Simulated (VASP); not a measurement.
## TiC (rocksalt type): single point with LDA

TiC (rocksalt type):

```xyz
2
Lattice="0.0000 1.9777 1.9777 1.9777 0.0000 1.9777 1.9777 1.9777 0.0000" Properties=species:S:1:pos:R:3 pbc="T T T"
Ti    0.0000    0.0000    0.0000
C     1.9777    1.9777    1.9777
```

This cell differs from its parent crystal: volume scaled by 0.8.

```
Program             : VASP 6.6.1
Task                : single point
Functional          : LDA
Potentials or basis : VASP PAW LDA potentials, release 64 (Ti_sv, C)
Cutoff              : 600 eV
k mesh              : 17 × 17 × 17
Occupations         : fermi-dirac, width 0.08 eV
Spin                : no spin polarisation
```

- Pressure: 98.0 GPa
- Band gap on the k mesh: zero (band 8 reaches 13.45 eV, above the bottom of band 9 at 12.35 eV)

Levels at points of the mesh, in eV from the Fermi level:
| k point | band 6 | band 7 | band 8 | band 9 | band 10 | band 11 |
| --- | --- | --- | --- | --- | --- | --- |
| (0.00, 0.00, 0.00) | 0.63 | 0.63 | 0.63 | 2.04 | 2.04 | 2.04 |

Run time: 14 s on 1 thread of Intel(R) Xeon(R) 6975P-C (Granite Rapids), on a shared host, peak memory 0.16 GiB.
